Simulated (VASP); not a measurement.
A run of VASP 6.6.1 is set up as follows.

POSCAR

```
BaTiO3
1.0
    4.1949012301      0.0000000000      0.0000000000
    0.0000000000      2.9846005671      2.7768070593
    0.0000000000     -2.9846005671      2.7768070593
Ba Ti O
1 1 3
Direct
    0.0000000000      0.0044061011      0.0044061011
    0.5000000000      0.5135753575      0.5135753575
    0.0000000000      0.4947134013      0.4947134013
    0.5000000000      0.4954342957      0.9880908444
    0.5000000000      0.9880908444      0.4954342957
```

Contents of INCAR.step1:

```
SYSTEM = BaTiO3
ALGO = Normal
EDIFF = 1E-4
ENCUT = 520
GGA = PE
ISMEAR = 0
LASPH = .TRUE.
LCHARG = .FALSE.
LDAU = .TRUE.
LDAUJ = 0 0 0
LDAUL = -1 2 -1
LDAUTYPE = 2
LDAUU = 0 4 0
LMAXMIX = 4
LREAL = .FALSE.
LWAVE = .TRUE.
NBANDS = 28
NELM = 150
PREC = Accurate
SIGMA = 0.05
```

File INCAR.step2:

```
SYSTEM = BaTiO3
ALGO = Normal
EDIFF = 1E-7
ENCUT = 520
ISIF = 2
ISMEAR = 0
ISTART = 1
LASPH = .TRUE.
LCHARG = .FALSE.
LDAU = .TRUE.
LDAUJ = 0 0 0
LDAUL = -1 2 -1
LDAUPRINT = 1
LDAUTYPE = 2
LDAUU = 0 4 0
LMAXMIX = 4
LMIXTAU = .TRUE.
LREAL = .FALSE.
LWAVE = .FALSE.
METAGGA = R2SCAN
NBANDS = 28
NELM = 150
PREC = Accurate
SIGMA = 0.05
```

The input KPOINTS:

```
k-points
0
G
  6 6 6
  0 0 0
```

Potentials or basis: VASP PAW PBE potentials, release 64 (Ba_sv, Ti_sv, O).

The run is started by

```bash
$ cat potpaw_PBE.64/Ba_sv/POTCAR potpaw_PBE.64/Ti_sv/POTCAR potpaw_PBE.64/O/POTCAR > POTCAR
$ cp INCAR.step1 INCAR
$ mpirun -np 1 vasp_std > vasp.out
$ cp INCAR.step2 INCAR
$ mpirun -np 1 vasp_std > vasp.out
```

(1) What does it give for the pressure?

(2) Predict the band gap on the k mesh.

(3) Estimate the largest force.

## Answers

(1) -7.5 GPa.

(2) 2.41 eV, indirect (least direct gap 2.63 eV).

(3) 0.248 eV/Å.

Caveat: the cell differs from its parent crystal (strain +0.050 along x and y, -0.025 along z); the PAW data sets were made with another functional, which shifts forces and pressure a little; spin-orbit coupling is left out, which moves the levels of the heavy elements.
